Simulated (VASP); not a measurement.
Runs of VASP 6.6.1 on Be. The structure is that of space group P6_3/mmc (No. 194), or close to it. The cells are those of the table. 

```tsv
task	cell	cutoff (eV)	gap on the mesh (eV)	pressure (GPa)
single point	a = 2.289, b = 2.289, c = 3.603 Å, angles 90.0, 90.0, 120.0°, 2 atoms	520	none	(a)
relaxation of shape and atoms at fixed volume	relaxed from a = 2.192, b = 2.192, c = 3.465 Å, angles 90.0, 90.0, 120.0°, 2 atoms	600	none	4.5
single point	a = 2.191, b = 2.191, c = 3.467 Å, angles 90.0, 90.0, 120.0°, 2 atoms	520	none	4.5
relaxation of shape and atoms at fixed volume	relaxed from a = 2.259, b = 2.259, c = 3.566 Å, angles 90.0, 90.0, 120.0°, 2 atoms	600	none	-6.9
single point	a = 2.118, b = 2.118, c = 3.365 Å, angles 90.0, 90.0, 120.0°, 2 atoms	520	none	21.3
```

Alike in all rows: level PBE+D3(BJ); potentials or basis VASP PAW PBE potentials, release 64 (Be); no spin polarisation; k mesh 21 × 21 × 12; smearing gaussian 0.1 eV.

Task: Estimate the missing entries.

Result: (a) -10.7.

Caveats: the cell stands under pressure (at least some runs); the cell stands under tension (at least some runs).

A gap of «none» marks levels without a gap at the run's occupations.
